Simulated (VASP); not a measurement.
# Cu (Pm-3m) in VASP: further runs

Runs on Cu. Level: PBEsol. Tasks: relaxation of cell and atoms.

Everything below comes from runs of VASP 6.6.1. Logs are shortened: lines on timing, memory, paths and dates and some standing lists are left out, and cuts for length are marked.

## 1. The cell of the first run

Symmetry: Pm-3m, No. 221, cubic system. Conventional cell: a = 2.350 Å, b = 2.350 Å, c = 2.350 Å, α = 90.00°, β = 90.00°, γ = 90.00°. Within 3.1 Å of Cu (site symmetry m-3m) lie 6 Cu at 2.35 Å.

## 2. Relaxation of cell and atoms, PBEsol, target pressure 20 GPa, at which the enthalpy is minimised

Input file INCAR:

```
PREC = Accurate
ENCUT = 600
EDIFF = 1E-6
ISMEAR = 1
SIGMA = 0.05
LREAL = False
LASPH = True
NELM = 80
ALGO = Normal
ISIF = 3
LWAVE = False
LCHARG = False
GGA = PS
IBRION = 2
NSW = 80
EDIFFG = -0.02
PSTRESS = 200.0
```

Input file KPOINTS:

```
Automatic mesh
0
Gamma
  10 10 10
```

Input file POSCAR:

```
Cu
1.0
    2.3500000000      0.0000000000      0.0000000000
    0.0000000000      2.3500000000      0.0000000000
    0.0000000000      0.0000000000      2.3500000000
Cu
1
Direct
    0.0000000000      0.0000000000      0.0000000000
```

Potentials or basis: VASP PAW PBE potentials, release 64 (Cu).

Launch:

```sh
> cat potpaw_PBE.64/Cu/POTCAR > POTCAR
> mpirun -np 1 vasp_std > vasp.out
```

OUTCAR:

```text
PREC = Accurate
   ENCUT = 600
   EDIFF = 1E-6
   ISMEAR = 1
   LREAL = False
   LASPH = True
   NELM = 80
   ISIF = 3
   GGA = PS
   IBRION = 2
   NSW = 80
   EDIFFG = -0.02
   PSTRESS = 200.0

 ion  position               nearest neighbor table
   1  0.000  0.000  0.000-

  LATTYP: Found a simple cubic cell.
 ALAT       =     2.3500000000

  Lattice vectors:

 A1 = (   2.3500000000,   0.0000000000,   0.0000000000)
 A2 = (   0.0000000000,   2.3500000000,   0.0000000000)
 A3 = (   0.0000000000,   0.0000000000,   2.3500000000)

Analysis of symmetry for initial positions (statically):
=====================================================================
 Subroutine PRICEL returns:
 Original cell was already a primitive cell.

 Routine SETGRP: Setting up the symmetry group for a
 simple cubic supercell.

 Subroutine GETGRP returns: Found 48 space group operations
 (whereof 48 operations were pure point group operations)
 out of a pool of 48 trial point group operations.

The static configuration has the point symmetry O_h .

Analysis of symmetry for dynamics (positions and initial velocities):
=====================================================================
 Subroutine PRICEL returns:
 Original cell was already a primitive cell.

 Routine SETGRP: Setting up the symmetry group for a
 simple cubic supercell.

 Subroutine GETGRP returns: Found 48 space group operations
 (whereof 48 operations were pure point group operations)
 out of a pool of 48 trial point group operations.

The dynamic configuration has the point symmetry O_h .

 Subroutine INISYM returns: Found 48 space group operations
 (whereof 48 operations are pure point group operations),
 and found     1 'primitive' translations

----------------------------------------------------------------------------------------

                                     Primitive cell

  volume of cell :      12.9779

  direct lattice vectors                    reciprocal lattice vectors
     2.350000000  0.000000000  0.000000000     0.425531915  0.000000000  0.000000000
     0.000000000  2.350000000  0.000000000     0.000000000  0.425531915  0.000000000
     0.000000000  0.000000000  2.350000000     0.000000000  0.000000000  0.425531915

  length of vectors
     2.350000000  2.350000000  2.350000000     0.425531915  0.425531915  0.425531915

  position of ions in fractional coordinates (direct lattice)
     0.000000000  0.000000000  0.000000000

[... 91 lines left out ...]
   EFERMI_NEDOS =   21; number of points for ismear=-14 and -15
   IALGO  =     38    algorithm
   IMIX   =      4    mixing-type and parameters
     AMIX     =   0.40;   BMIX     =  1.00
     AMIX_MAG =   1.60;   BMIX_MAG =  1.00
  volume/ion in A,a.u.               =      12.98        87.58
  Fermi-wavevector in a.u.,A,eV,Ry     =   1.549308  2.927768 32.658831  2.400356
  Thomas-Fermi vector in A             =   2.654134
   LORBIT       =      0    0 simple, 1 ext, 2 COOP (PROOUT), +10 PAW based schemes
   GGA     = PS    functional components
   LHFCALC =     F    Hartree Fock is set to
   AEXX    =    0.0000 exact exchange contribution
   IVDW    =     0    specifies the selected vdW correction
   LEPSILON=     F    determine dielectric tensor
   LRPA    =     F    only Hartree local field effects (RPA)
 conjugate gradient relaxation of ions
 non-spin polarized calculation
 Methfessel and Paxton  Order N= 1 SIGMA  =   0.05
  energy-cutoff  :      600.00
  volume of cell :       12.98
 maximum number of plane-waves:       461
 NGX is ok and might be reduce to    20
   NGX =  9   NGY =  9   NGZ =  9

--------------------------------------- Ionic step        1  -------------------------------------------

 number of electron      10.9999999 magnetization

 Free energy of the ion-electron system (eV)
  ---------------------------------------------------
  ext. energy  EPLUGINS =         0.00000000
  ---------------------------------------------------
  free energy    TOTEN  =        -3.78388853 eV

  energy without entropy =       -3.78355266  energy(sigma->0) =       -3.78377657

------------------------ aborting loop because EDIFF is reached ----------------------------------------

  FORCE on cell =-STRESS in cart. coord.  units (eV):
  Direction    XX          YY          ZZ          XY          YZ          ZX
  --------------------------------------------------------------------------------------
  -------------------------------------------------------------------------------------
  Total        0.1702449      0.1702449      0.1702449     -0.0000000      0.0000000     -0.0000000
  in kB       21.0175039     21.0175039     21.0175039     -0.0000000      0.0000000     -0.0000000
  external PRESSURE =    -178.9824961 kB  Pullay stress =     200.0000000 kB
[... 98 lines left out ...]
--------------------------------------- Ionic step        4  -------------------------------------------

 number of electron      10.9999991 magnetization

 Free energy of the ion-electron system (eV)
  ---------------------------------------------------
  ext. energy  EPLUGINS =         0.00000000
  ---------------------------------------------------
  free energy    TOTEN  =        -3.70304561 eV

  energy without entropy =       -3.70270710  energy(sigma->0) =       -3.70293277

 E-fermi :   7.4443     XC(G=0): -12.8872

 val. band max:        7.4443041886   @ k =   0.4000   0.3000   0.0000
 cond. band min:       7.6430783003   @ k =   0.4000   0.2000   0.2000
 fundamental gap:      0.1987741118
 Fermi energy:         7.4443041970

 k-point     1 :       0.0000    0.0000    0.0000
  band No.  band energies     occupation
      1      -1.8647      2.00000
      2       2.7948      2.00000
      3       2.7948      2.00000
      4       6.0367      2.00000
      5       6.0367      2.00000
      6       6.0367      2.00000
      7      26.8695      0.00000
      8      26.8695      0.00000
      9      26.8695      0.00000
[... 265 lines left out ...]
 k-point    24 :       0.3000    0.1000    0.1000
  band No.  band energies     occupation
      1       1.1474      2.00000
      2       3.2884      2.00000
      3       3.9087      2.00000
      4       5.2170      2.00000
      5       5.4840      2.00000
      6       5.9029      2.00000
      7      15.5454      0.00000
      8      26.2364      0.00000
      9      27.1563      0.00000

 [... further k-points ...]

------------------------ aborting loop because EDIFF is reached ----------------------------------------

  FORCE on cell =-STRESS in cart. coord.  units (eV):
  Direction    XX          YY          ZZ          XY          YZ          ZX
  --------------------------------------------------------------------------------------
  -------------------------------------------------------------------------------------
  Total        1.4447457      1.4447457      1.4447457     -0.0000000     -0.0000000      0.0000000
  in kB      198.1601016    198.1601016    198.1601016     -0.0000000     -0.0000000      0.0000000
  external PRESSURE =      -1.8398984 kB  Pullay stress =     200.0000000 kB
[... 20 lines left out ...]
  energy  without entropy=       -3.7027070956  energy(sigma->0) =       -3.70293277

  enthalpy is  TOTEN    =        -2.2448855427 eV   P V=        1.4581600653

 reached required accuracy - stopping structural energy minimisation
```

OSZICAR:

```text
N       E                     dE             d eps       ncg     rms          rms(c)
DAV:   1     0.397413284292E+02    0.39741E+02   -0.62175E+03  1016   0.220E+03
DAV:   2    -0.421527432255E+01   -0.43957E+02   -0.41864E+02  1018   0.203E+02
DAV:   3    -0.468530506377E+01   -0.47003E+00   -0.46880E+00  1160   0.315E+01
[... 31 lines left out ...]
DAV:   1    -0.370403264992E+01    0.20176E-02   -0.19758E-02  1062   0.377E+00    0.257E-01
DAV:   2    -0.370332193135E+01    0.71072E-03   -0.13501E-02  1058   0.277E+00    0.881E-02
DAV:   3    -0.370307221044E+01    0.24972E-03   -0.18392E-03  1055   0.105E+00    0.358E-02
DAV:   4    -0.370304569000E+01    0.26520E-04   -0.32979E-05  1326   0.737E-02    0.117E-03
DAV:   5    -0.370304560798E+01    0.82023E-07   -0.15396E-07   547   0.546E-03
   4 F= -.22448855E+01 E0= -.22447727E+01  d E =-.810268E-01
```

CONTCAR:

```text
Cu
   1.00000000000000
     2.2689691736983639    0.0000000000000000   -0.0000000000000000
    -0.0000000000000000    2.2689691736983639    0.0000000000000000
     0.0000000000000000    0.0000000000000000    2.2689691736983639
  Cu
     1
Direct
     0.0000000000000000    0.0000000000000000    0.0000000000000000

  0.00000000E+00  0.00000000E+00  0.00000000E+00
```

It took 8.6 s on 1 thread of Intel Xeon 6975P-C (Granite Rapids), shared host; peak memory 0.13 GiB.

Results:

```yaml
Free_energy: -3.7030 eV
Relaxed_volume: 11.68 Å³/atom
Relaxed_cell: a = 2.269 Å, b = 2.269 Å, c = 2.269 Å, α = 90.00°, β = 90.00°, γ = 90.00°
Space_group_after_relaxing_to_0.05_Å: Pm-3m (No. 221)
Energy_change_on_relaxing_the_enthalpy_is_what_falls: +80.8 meV/atom
Ionic_steps: 4
Pressure_after_relaxing: 19.8 GPa
```

Step by step:
| step | energy change (eV) | largest force (eV/Å) | pressure (GPa) | volume (Å³) |
| --- | --- | --- | --- | --- |
| 1 | 0.0000 | 0.0000 | 2.10 | 12.98 |
| 2 | 0.3417 | 0.0000 | 49.78 | 10.44 |
| 3 | 0.0778 | 0.0000 | 19.56 | 11.71 |
| 4 | 0.0808 | 0.0000 | 19.82 | 11.68 |

Final structure:
```
Cu
1.0
     2.26897    0.00000    0.00000
     0.00000    2.26897    0.00000
     0.00000    0.00000    2.26897
Cu
1
Direct
  0.00000 0.00000 0.00000
```

Caveat: the cell is relaxed towards a set pressure, so the enthalpy falls and the energy may rise; the PAW data sets were made with another functional, which shifts forces and pressure a little.

## 3. Relaxation of cell and atoms, PBEsol, target pressure 40 GPa, at which the enthalpy is minimised

Input file INCAR:

```
ALGO = Normal ; EDIFF = 1E-7
EDIFFG = -0.02 ; ENCUT = 600
GGA = PS ; IBRION = 2
ISIF = 3 ; ISMEAR = 1
LASPH = True ; LCHARG = False
LREAL = False ; LWAVE = False
NELM = 80 ; NSW = 80
PREC = Accurate ; PSTRESS = 400.0
SIGMA = 0.05
```

Input file KPOINTS:

```
k-points
0
Gamma
  10 10 10
```

POSCAR is that of step 2.

Potentials or basis: VASP PAW PBE potentials, release 64 (Cu).

Launch:

```sh
> cat potpaw_PBE.64/Cu/POTCAR > POTCAR
> mpirun -np 1 vasp_std > vasp.out
```

OUTCAR:

```text
EDIFF = 1E-7
   EDIFFG = -0.02
   ENCUT = 600
   GGA = PS
   IBRION = 2
   ISIF = 3
   ISMEAR = 1
   LASPH = True
   LREAL = False
   NELM = 80
   NSW = 80
   PREC = Accurate
   PSTRESS = 400.0

 ion  position               nearest neighbor table
   1  0.000  0.000  0.000-

  LATTYP: Found a simple cubic cell.
 ALAT       =     2.3500000000

  Lattice vectors:

 A1 = (   2.3500000000,   0.0000000000,   0.0000000000)
 A2 = (   0.0000000000,   2.3500000000,   0.0000000000)
 A3 = (   0.0000000000,   0.0000000000,   2.3500000000)

Analysis of symmetry for initial positions (statically):
=====================================================================
 Subroutine PRICEL returns:
 Original cell was already a primitive cell.

 Routine SETGRP: Setting up the symmetry group for a
 simple cubic supercell.

 Subroutine GETGRP returns: Found 48 space group operations
 (whereof 48 operations were pure point group operations)
 out of a pool of 48 trial point group operations.

The static configuration has the point symmetry O_h .

Analysis of symmetry for dynamics (positions and initial velocities):
=====================================================================
 Subroutine PRICEL returns:
 Original cell was already a primitive cell.
[... 162 lines left out ...]
  --------------------------------------------------------------------------------------
  -------------------------------------------------------------------------------------
  Total        0.1544430      0.1544430      0.1544430     -0.0000000     -0.0000000      0.0000000
  in kB       19.0666865     19.0666865     19.0666865     -0.0000000     -0.0000000      0.0000000
  external PRESSURE =    -380.9333135 kB  Pullay stress =     400.0000000 kB
[... 24 lines left out ...]
--------------------------------------- Ionic step        2  -------------------------------------------

 number of electron      10.9999993 magnetization

 E-fermi :  13.3764     XC(G=0): -15.2546

 val. band max:       13.3758954062   @ k =   0.4000   0.3000   0.0000
 cond. band min:      13.4635936876   @ k =   0.5000   0.2000   0.0000
 fundamental gap:      0.0876982814
 Fermi energy:        13.3763878306

 k-point     1 :       0.0000    0.0000    0.0000
  band No.  band energies     occupation
      1       0.7711      2.00000
      2       6.1094      2.00000
      3       6.1094      2.00000
      4      11.7341      2.00000
      5      11.7341      2.00000
      6      11.7341      2.00000
      7      37.5348      0.00000
      8      37.5348      0.00000
      9      37.5348      0.00000
[... 386 lines left out ...]
--------------------------------------- Ionic step        5  -------------------------------------------

 number of electron      11.0000009 magnetization

 Free energy of the ion-electron system (eV)
  ---------------------------------------------------
  ext. energy  EPLUGINS =         0.00000000
  ---------------------------------------------------
  free energy    TOTEN  =        -3.54055966 eV

  energy without entropy =       -3.54022114  energy(sigma->0) =       -3.54044682

 E-fermi :   8.4896     XC(G=0): -13.3560

 val. band max:        8.4895786778   @ k =   0.4000   0.3000   0.0000
 cond. band min:       8.7419521022   @ k =   0.4000   0.2000   0.2000
 fundamental gap:      0.2523734244
 Fermi energy:         8.4895786779

 k-point     1 :       0.0000    0.0000    0.0000
  band No.  band energies     occupation
      1      -1.4336      2.00000
      2       3.4015      2.00000
      3       3.4015      2.00000
      4       7.0440      2.00000
      5       7.0440      2.00000
      6       7.0440      2.00000
      7      28.8567      0.00000
      8      28.8567      0.00000
      9      28.8567      0.00000
[... 308 lines left out ...]
  energy  without entropy=       -3.5402211433  energy(sigma->0) =       -3.54044682

  enthalpy is  TOTEN    =        -0.8466830175 eV   P V=        2.6938766395

 reached required accuracy - stopping structural energy minimisation
```

Run time: 13 s. Hardware: 1 thread of Intel Xeon 6975P-C (Granite Rapids), shared host; peak memory 0.13 GiB.

What came out:

| Item | Value |
| --- | --- |
| Free energy | -3.5406 eV |
| Relaxed volume | 10.79 Å³/atom |
| Relaxed cell | a = 2.210 Å, b = 2.210 Å, c = 2.210 Å, α = 90.00°, β = 90.00°, γ = 90.00° |
| Space group after relaxing (to 0.05 Å) | Pm-3m (No. 221) |
| Energy change on relaxing (the enthalpy is what falls) | +243.3 meV/atom |
| Ionic steps | 5 |
| Pressure after relaxing | 40.0 GPa |

The path:
```csv
step,energy change (eV),largest force (eV/Å),pressure (GPa),volume (Å³)
1,0.0000,0.0000,1.91,12.98
2,2.0578,0.0000,206.93,8.00
3,0.2032,0.0000,35.48,10.96
4,0.2301,0.0000,38.54,10.84
5,0.2433,0.0000,40.02,10.79
```

Final structure:
```cif
data_structure
_symmetry_space_group_name_H-M 'P 1'
_symmetry_Int_Tables_number 1
_cell_length_a 2.2097
_cell_length_b 2.2097
_cell_length_c 2.2097
_cell_angle_alpha 90.000
_cell_angle_beta 90.000
_cell_angle_gamma 90.000
_cell_volume 10.79
loop_
_atom_site_label
_atom_site_type_symbol
_atom_site_fract_x
_atom_site_fract_y
_atom_site_fract_z
_atom_site_occupancy
Cu1 Cu 0.00000 0.00000 0.00000 1
```

Caveat: the cell is relaxed towards a set pressure, so the enthalpy falls and the energy may rise; the volume moved by over 15 % at a fixed basis, so the end points are rough; the PAW data sets were made with another functional, which shifts forces and pressure a little.

## 4. Relaxation of cell and atoms, PBEsol, target pressure 60 GPa, at which the enthalpy is minimised

Input file INCAR:

```
SYSTEM = Cu
PREC     = Accurate       ! precision mode
ENCUT    = 600            ! plane-wave cutoff, eV
EDIFF    = 1E-6           ! SCF threshold, eV
ISMEAR   = 1              ! smearing method
SIGMA    = 0.05           ! smearing width, eV
LREAL    = .FALSE.        ! projectors in reciprocal space
LASPH    = .TRUE.         ! aspherical terms in the spheres
NELM     = 80             ! most SCF steps
ALGO     = Normal         ! electronic algorithm
ISIF     = 3              ! what is computed and relaxed
LWAVE    = .FALSE.        ! write WAVECAR
LCHARG   = .FALSE.        ! write CHGCAR
GGA      = PS             ! functional
IBRION   = 2              ! ionic algorithm
NSW      = 80             ! ionic steps
EDIFFG   = -0.02          ! ionic threshold
PSTRESS  = 600.0
```

Input file KPOINTS:

```
regular mesh
0
G
  10 10 10
  0 0 0
```

POSCAR is that of step 3.

Launch:

```sh
> cat potpaw_PBE.64/Cu/POTCAR > POTCAR
> mpirun -np 1 vasp_std > vasp.out
```

Run time: 18 s. Hardware: 1 thread of Intel Xeon 6975P-C (Granite Rapids), shared host; peak memory 0.13 GiB.

It converged, with:

```yaml
Free_energy: -3.3572 eV
Relaxed_volume: 10.19 Å³/atom
Relaxed_cell: a = 2.168 Å, b = 2.168 Å, c = 2.168 Å, α = 90.00°, β = 90.00°, γ = 90.00°
Space_group_after_relaxing_to_0.05_Å: Pm-3m (No. 221)
Energy_change_on_relaxing_the_enthalpy_is_what_falls: +426.7 meV/atom
Ionic_steps: 14
Pressure_after_relaxing: 59.7 GPa
```

Step by step:
```csv
step,energy change (eV),largest force (eV/Å),pressure (GPa),volume (Å³)
1,0.0000,0.0000,2.10,12.98
2,6.8331,0.0000,651.76,6.01
3,0.2999,0.0000,46.90,10.58
4,0.3625,0.0000,52.75,10.38
5,0.4449,0.0000,61.06,10.14
6,0.4253,0.0000,59.22,10.20
7,0.4256,0.0000,59.11,10.20
8,0.4263,0.0000,59.15,10.19
9,0.4263,0.0000,59.17,10.19
10,0.4263,0.0000,59.19,10.19
11,0.4263,0.0000,59.23,10.19
12,0.4264,0.0000,59.30,10.19
13,0.4265,0.0000,59.43,10.19
14,0.4267,0.0000,59.72,10.19
```

Final structure:
```yaml
crystal:
  lattice:
    - [2.16816, 0.00000, 0.00000]
    - [0.00000, 2.16816, 0.00000]
    - [0.00000, 0.00000, 2.16816]
  atoms:
    - { symbol: Cu, position: [0.00000, 0.00000, 0.00000] }
```

Levels at points of the mesh, in eV from the Fermi level:
```
           k point  band 3  band 4  band 5  band 6  band 7  band 8
(0.00, 0.00, 0.00)   -5.44   -1.48   -1.48   -1.48   21.06   21.06
(0.50, 0.00, 0.00)   -2.73   -2.73   -2.56   -1.37    3.24   26.17
(0.50, 0.50, 0.00)   -2.47   -2.47   -0.63    4.75    4.75   11.51
(0.50, 0.50, 0.50)   -5.02   -0.57   -0.57   12.53   12.53   12.53
```

Caveat: the cell is relaxed towards a set pressure, so the enthalpy falls and the energy may rise; the volume moved by over 15 % at a fixed basis, so the end points are rough; the PAW data sets were made with another functional, which shifts forces and pressure a little.

## 5. Summary

```tsv
cell	gap on the mesh (eV)	pressure (GPa)
relaxed to 20 GPa	none	19.8
relaxed to 40 GPa	none	40.0
relaxed to 60 GPa	none	59.7
```

Alike in all rows: task relaxation of cell and atoms; level PBEsol; potentials or basis VASP PAW PBE potentials, release 64 (Cu); no spin polarisation; k mesh 10 × 10 × 10; cutoff (eV) 600; smearing methfessel-paxton 0.05 eV.

Caveats: the cell is relaxed towards a set pressure, so the enthalpy falls and the energy may rise; the PAW data sets were made with another functional, which shifts forces and pressure a little; the volume moved by over 15 % at a fixed basis, so the end points are rough (some runs).

Absolute energies hang on the potentials; compare differences alone.
